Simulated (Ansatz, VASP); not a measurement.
**One calculation of In, two programs**

The input INCAR:

```
PREC = Accurate
ENCUT = 520
EDIFF = 1E-7
ISMEAR = -1
SIGMA = 0.1
LREAL = False
LASPH = True
NELM = 80
ALGO = Normal
ISIF = 2
LWAVE = False
LCHARG = False
GGA = PS
NBANDS = 20
```

KPOINTS

```
regular mesh
0
Gamma
  12 12 7
```

Contents of POSCAR:

```
In
1.0
    3.1779624362      0.0000000000      0.0000000000
   -1.5889812181      2.7521962021      0.0000000000
    0.0000000000      0.0000000000      5.1686892657
In
2
Direct
    0.3333333333      0.6666666667      0.2500000000
    0.6666666667      0.3333333333      0.7500000000
```

Input for Ansatz:

```yaml
crystal:
  lattice:
    - [3.1779624362, 0.0, 0.0]
    - [-1.5889812181, 2.7521962021, 0.0]
    - [0.0, 0.0, 5.1686892657]
  atoms:
    - { symbol: In, position: [0.3333333333, 0.6666666667, 0.25] }
    - { symbol: In, position: [0.6666666667, 0.3333333333, 0.75] }
hamiltonian:
  xc: pbesol
  pseudopotentials:
    kind: paw
    azcp:
      In: "pseudopotentials/In.paw.azcp"
basis:
  ecutwfc: 420
  fft_grid_basis: typed
kpoints:
  mp_grid: { grid: [12, 12, 7], shift: [0, 0, 0] }
magnetization:
  spin_polarized: false
scf:
  occupations: { method: fermi_dirac, width: 0.1 }
  lower_state_search: "off"
output:
  stress: true
```

Alike in both runs: task single point; functional PBEsol; k mesh 12 × 12 × 7; occupations fermi-dirac, width 0.1 eV; no spin polarisation.

|  | VASP | Ansatz |
| --- | --- | --- |
| version | VASP 6.6.1 | Ansatz 0.2.0 |
| potentials or method | VASP PAW PBE potentials, release 64 (In_d), cutoff 520 eV | plane waves (420 eV) with PAW, scalar-relativistic |
| valence electrons in the cell | 26 | 26 |

|  | VASP | Ansatz | Ansatz less VASP |
| --- | --- | --- | --- |
| pressure (GPa) | 7.8 | 7.8 | +0.02 |
| traceless stress, the component that is largest in VASP (GPa) | -0.46 | -0.46 | 0.000 |

VASP's potentials were made for PBE, not for PBEsol, and Ansatz warns of the same on its side. The functional is the same, so the differences come from potentials, cutoffs and numerics.
